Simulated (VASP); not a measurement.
# LiH (I4/mmm) in VASP: notebook

The runs below take LiH through single point, with PBE.

All numbers are computed with VASP 6.6.1; they aren't measurements. Logs are shortened: lines on timing, memory, paths and dates and some standing lists are left out, and cuts for length are marked.

**1. The cell of the first run**

The structure is tetragonal, space group I4/mmm (No. 139). The conventional cell has a = 2.759 Å, b = 2.759 Å, c = 4.228 Å, α = 90.00°, β = 90.00°, γ = 90.00°. Li (site symmetry 4/mmm) has 6 H at 1.95 to 2.11 Å within 2.6 Å. H (site symmetry 4/mmm) has 6 Li at 1.95 to 2.11 Å within 2.6 Å.

**2. Single point, PBE (strain -0.040 along x and y, +0.040 along z)**

The input, INCAR:

```
PREC = Accurate
ENCUT = 520
EDIFF = 1E-6
ISMEAR = 0
SIGMA = 0.05
LREAL = False
LASPH = True
NELM = 60
ALGO = Normal
ISIF = 2
LWAVE = False
LCHARG = False
GGA = PE
NBANDS = 9
```

The input, KPOINTS:

```
regular mesh
0
Gamma
  10 10 10
```

The input, POSCAR:

```
LiH
1.0
    0.0000000000      1.9512000000      2.1138000000
    1.9512000000      0.0000000000      2.1138000000
    1.9512000000      1.9512000000      0.0000000000
Li H
1 1
Direct
    0.0000000000      0.0000000000      0.0000000000
    0.5000000000      0.5000000000      0.5000000000
```

Potentials or basis: VASP PAW PBE potentials, release 64 (Li_sv, H).

Command:

```console
> cat potpaw_PBE.64/Li_sv/POTCAR potpaw_PBE.64/H/POTCAR > POTCAR
> mpirun -np 1 vasp_std > vasp.out
```

OUTCAR:

```text
PREC = Accurate
   ENCUT = 520
   EDIFF = 1E-6
   ISMEAR = 0
   LREAL = False
   LASPH = True
   NELM = 60
   ISIF = 2
   GGA = PE

 ion  position               nearest neighbor table
   1  0.000  0.000  0.000-
   2  0.500  0.500  0.500-

  LATTYP: Found a body centered tetragonal cell.
 ALAT       =     2.7594135029
 C/A-ratio  =     1.5320646926

  Lattice vectors:

 A1 = (  -1.9512000000,   0.0000000000,   2.1138000000)
 A2 = (   1.9512000000,   0.0000000000,   2.1138000000)
 A3 = (   0.0000000000,   1.9512000000,  -2.1138000000)

Analysis of symmetry for initial positions (statically):
=====================================================================
 Subroutine PRICEL returns:
 Original cell was already a primitive cell.

 Routine SETGRP: Setting up the symmetry group for a
 body centered tetragonal supercell.

 Subroutine GETGRP returns: Found 16 space group operations
 (whereof 16 operations were pure point group operations)
 out of a pool of 16 trial point group operations.

The static configuration has the point symmetry D_4h.

Analysis of symmetry for dynamics (positions and initial velocities):
=====================================================================
 Subroutine PRICEL returns:
 Original cell was already a primitive cell.

 Routine SETGRP: Setting up the symmetry group for a
 body centered tetragonal supercell.

 Subroutine GETGRP returns: Found 16 space group operations
 (whereof 16 operations were pure point group operations)
 out of a pool of 16 trial point group operations.

The dynamic configuration has the point symmetry D_4h.

 Subroutine INISYM returns: Found 16 space group operations
 (whereof 16 operations are pure point group operations),
 and found     1 'primitive' translations

----------------------------------------------------------------------------------------

                                     Primitive cell

  volume of cell :      16.0952

  direct lattice vectors                    reciprocal lattice vectors
     0.000000000  1.951200000  2.113800000    -0.256252563  0.256252563  0.236540827
     1.951200000  0.000000000  2.113800000     0.256252563 -0.256252563  0.236540827
     1.951200000  1.951200000  0.000000000     0.256252563  0.256252563 -0.236540827

  length of vectors
     2.876687658  2.876687658  2.759413503     0.432761267  0.432761267  0.432761267

  position of ions in fractional coordinates (direct lattice)
     0.000000000  0.000000000  0.000000000
     0.500000000  0.500000000  0.500000000

  ion indices of the primitive-cell ions
   primitive index   ion index
                 1           1
                 2           2

----------------------------------------------------------------------------------------

 KPOINTS: regular mesh

Automatic generation of k-mesh.
 Grid dimensions read from file:
 generate k-points for:   10   10   10

 Generating k-lattice:

  Cartesian coordinates                     Fractional coordinates (reciprocal lattice)
    -0.025625256  0.025625256  0.023654083     0.100000000  0.000000000  0.000000000
     0.025625256 -0.025625256  0.023654083     0.000000000  0.100000000  0.000000000
     0.025625256  0.025625256 -0.023654083     0.000000000  0.000000000  0.100000000

  Length of vectors
     0.043276127  0.043276127  0.043276127

  Shift w.r.t. Gamma in fractional coordinates (k-lattice)
     0.000000000  0.000000000  0.000000000

 Subroutine IBZKPT returns following result:
 ===========================================

 Found    102 irreducible k-points:

 Following reciprocal coordinates:
            Coordinates               Weight
  0.000000  0.000000  0.000000      1.000000
  0.100000  0.000000  0.000000      8.000000
  0.200000  0.000000  0.000000      8.000000
  0.300000  0.000000  0.000000      8.000000
  0.400000  0.000000  0.000000      8.000000
  0.500000  0.000000  0.000000      4.000000
[... 16 lines left out ...]
  0.300000  0.300000  0.000000      2.000000
  0.400000  0.300000  0.000000      8.000000
 [... further k-points ...]
   k-points           NKPTS =    102   k-points in BZ     NKDIM =    102   number of bands    NBANDS=      9
   number of dos      NEDOS =    301   number of ions     NIONS =      2
   total plane-waves  NPLWV =  13824
   dimension x,y,z NGX =    24 NGY =   24 NGZ =   24
   dimension x,y,z NGXF=    48 NGYF=   48 NGZF=   48
   ions per type =               1   1
   NGX,Y,Z   is equivalent  to a cutoff of  13.87, 13.87, 14.46 a.u.
   NGXF,Y,Z  is equivalent  to a cutoff of  27.74, 27.74, 28.92 a.u.
 SYSTEM =  unknown system
   PREC   = accura    normal or accurate (medium, high low for compatibility)
   ISTART =      0    job   : 0-new  1-cont  2-samecut
   ICHARG =      2    charge: 1-file 2-atom 10-const
   ISPIN  =      1    spin polarized calculation?
   LNONCOLLINEAR =      F non collinear calculations
   LSORBIT =      F    spin-orbit coupling
   LASPH  =      T    aspherical Exc in radial PAW
   ENCUT  =  520.0 eV  38.22 Ry    6.18 a.u.   5.35  5.35  5.13*2*pi/ulx,y,z
   NELM   =     60;   NELMIN=  2; NELMDL= -5     # of ELM steps
   EDIFF  = 0.1E-05   stopping-criterion for ELM
   LREAL  =      F    real-space projection
   EDIFFG = 0.1E-04   stopping-criterion for IOM
   NSW    =      0    number of steps for IOM
   IBRION =     -1    ionic relax: 0-MD 1-quasi-New 2-CG
   NFREE  =      0    steps in history (QN), initial steepest desc. (CG)
   ISIF   =      2    stress and relaxation
   ISYM   =      2    0-nonsym 1-usesym 2-fastsym
   POTIM  = 0.5000    time-step for ionic-motion
   TEBEG  =    0.0;   TEEND  =   0.0 temperature during run
   PSTRESS=    0.0 pullay stress
   NELECT =       4.0000    total number of electrons
   NUPDOWN=      -1.0000    fix difference up-down
   EMIN   =  10.00;   EMAX   =-10.00  energy-range for DOS
   EFERMI =   0.00;   METHOD = LEGACY
   ISMEAR =     0;   SIGMA  =   0.05  broadening in eV -4-tet -1-fermi 0-gaus
   EFERMI_NEDOS =   21; number of points for ismear=-14 and -15
   IALGO  =     38    algorithm
   IMIX   =      4    mixing-type and parameters
     AMIX     =   0.40;   BMIX     =  1.00
     AMIX_MAG =   1.60;   BMIX_MAG =  1.00
  volume/ion in A,a.u.               =       8.05        54.31
  Fermi-wavevector in a.u.,A,eV,Ry     =   1.029269  1.945037 14.413947  1.059395
  Thomas-Fermi vector in A             =   2.163308
   LORBIT       =      0    0 simple, 1 ext, 2 COOP (PROOUT), +10 PAW based schemes
   GGA     = PE    functional components
   LHFCALC =     F    Hartree Fock is set to
   AEXX    =    0.0000 exact exchange contribution
   IVDW    =     0    specifies the selected vdW correction
   LEPSILON=     F    determine dielectric tensor
   LRPA    =     F    only Hartree local field effects (RPA)
 non-spin polarized calculation
 Gauss-broadening in eV      SIGMA  =   0.05
  energy-cutoff  :      520.00
  volume of cell :       16.10
 maximum number of plane-waves:       445
 NGX is ok and might be reduce to    24
   NGX = 11   NGY = 11   NGZ = 11

 number of electron       3.9999995 magnetization

 Free energy of the ion-electron system (eV)
  ---------------------------------------------------
  ext. energy  EPLUGINS =         0.00000000
  ---------------------------------------------------
  free energy    TOTEN  =        -6.11264986 eV

  energy without entropy =       -6.11264986  energy(sigma->0) =       -6.11264986

 E-fermi :   0.5736     XC(G=0):  -8.5050

 val. band max:        0.3008320872   @ k =   0.5000   0.0000   0.5000
 cond. band min:       2.4069819662   @ k =   0.5000   0.5000   0.0000
 fundamental gap:      2.1061498790
 Fermi energy:         0.5736390625

 k-point     1 :       0.0000    0.0000    0.0000
  band No.  band energies     occupation
      1     -44.1912      2.00000
      2      -5.3345      2.00000
      3      16.0203      0.00000
      4      17.8247      0.00000
      5      17.8247      0.00000
      6      18.4403      0.00000
      7      22.4761      0.00000
      8      22.9484      0.00000
      9      22.9484      0.00000

 k-point     2 :       0.1000    0.0000    0.0000
  band No.  band energies     occupation
      1     -44.1866      2.00000
      2      -5.1578      2.00000
      3      14.6061      0.00000
      4      16.9162      0.00000
      5      17.5846      0.00000
      6      17.7412      0.00000
      7      22.1254      0.00000
      8      23.4582      0.00000
      9      23.6916      0.00000

 k-point     3 :       0.2000    0.0000    0.0000
  band No.  band energies     occupation
      1     -44.1748      2.00000
      2      -4.6419      2.00000
      3      11.4427      0.00000
      4      15.4509      0.00000
      5      16.9784      0.00000
      6      17.2085      0.00000
      7      21.7817      0.00000
      8      23.4480      0.00000
      9      24.5895      0.00000

 k-point     4 :       0.3000    0.0000    0.0000
  band No.  band energies     occupation
      1     -44.1603      2.00000
      2      -3.8479      2.00000
      3       8.3255      0.00000
      4      14.3065      0.00000
      5      16.4872      0.00000
      6      17.0691      0.00000
      7      20.1224      0.00000
      8      22.5178      0.00000
      9      24.7487      0.00000
[... 205 lines left out ...]
 k-point    22 :      -0.2000    0.2000    0.0000
  band No.  band energies     occupation
      1     -44.1542      2.00000
      2      -3.4820      2.00000
      3       9.3597      0.00000
      4       9.4803      0.00000
      5      16.5802      0.00000
      6      18.1389      0.00000
      7      22.0978      0.00000
      8      24.2660      0.00000
      9      25.9469      0.00000

 k-point    23 :       0.3000    0.3000    0.0000
  band No.  band energies     occupation
      1     -44.1572      2.00000
      2      -3.2668      2.00000
      3       7.6336      0.00000
      4      13.0532      0.00000
      5      13.0532      0.00000
      6      16.2765      0.00000
      7      17.8637      0.00000
      8      28.3885      0.00000
      9      32.0505      0.00000

 k-point    24 :       0.4000    0.3000    0.0000
  band No.  band energies     occupation
      1     -44.1487      2.00000
      2      -2.4315      2.00000
      3       5.9268      0.00000
      4      11.1156      0.00000
      5      12.6948      0.00000
      6      17.0168      0.00000
      7      18.3386      0.00000
      8      29.2561      0.00000
      9      31.2450      0.00000

 [... further k-points ...]

------------------------ aborting loop because EDIFF is reached ----------------------------------------

  FORCE on cell =-STRESS in cart. coord.  units (eV):
  Direction    XX          YY          ZZ          XY          YZ          ZX
  --------------------------------------------------------------------------------------
  -------------------------------------------------------------------------------------
  Total        0.1880677      0.1880677     -0.3388620      0.0000000      0.0000000      0.0000000
  in kB       18.7209302     18.7209302    -33.7315233      0.0000000      0.0000000      0.0000000
  external PRESSURE =       1.2367790 kB  Pullay stress =       0.0000000 kB

 VOLUME and BASIS-vectors are now :
 -----------------------------------------------------------------------------
  energy-cutoff  :      520.00
  volume of cell :       16.10
      direct lattice vectors                 reciprocal lattice vectors
     0.000000000  1.951200000  2.113800000    -0.256252563  0.256252563  0.236540827
     1.951200000  0.000000000  2.113800000     0.256252563 -0.256252563  0.236540827
     1.951200000  1.951200000  0.000000000     0.256252563  0.256252563 -0.236540827

 POSITION                                       TOTAL-FORCE (eV/Angst)
 -----------------------------------------------------------------------------------
      0.00000      0.00000      0.00000         0.000000      0.000000     -0.000000
      1.95120      1.95120      2.11380        -0.000000     -0.000000      0.000000
 -----------------------------------------------------------------------------------
    total drift:                                0.000000     -0.000000     -0.000000

  FREE ENERGIE OF THE ION-ELECTRON SYSTEM (eV)
  ---------------------------------------------------
  free  energy   TOTEN  =        -6.1126498575 eV

  energy  without entropy=       -6.1126498575  energy(sigma->0) =       -6.11264986
```

Run time: 31 s. Hardware: 1 thread of AMD EPYC 7R13, shared host; peak memory 0.11 GiB.

Results:

```yaml
Free_energy: -6.1126 eV
Band_gap_on_the_k_mesh: 2.11 eV (least direct gap 2.74 eV)
```

Levels at points of the mesh, in eV from the valence-band top:
| k point | band 1 | band 2 | band 3 | band 4 | band 5 | band 6 |
| --- | --- | --- | --- | --- | --- | --- |
| (0.00, 0.00, 0.00) | -44.49 | -5.64 | 15.72 | 17.52 | 17.52 | 18.14 |
| (0.50, 0.00, 0.00) | -44.44 | -2.84 | 4.74 | 13.04 | 16.08 | 17.11 |
| (0.50, 0.50, 0.00) | -44.44 | -0.63 | 2.11 | 11.49 | 11.49 | 14.64 |
| (0.50, 0.00, 0.50) | -44.43 | 0.00 | 3.14 | 9.89 | 10.59 | 13.43 |

Caveat: the cell differs from its parent crystal (strain -0.040 along x and y, +0.040 along z); the cutoff is under 1.25 times the usual one of these potentials, so pressure, stress and relaxed cells hold a basis-set (Pulay) error.

(Part 1 of 2 ends here.)
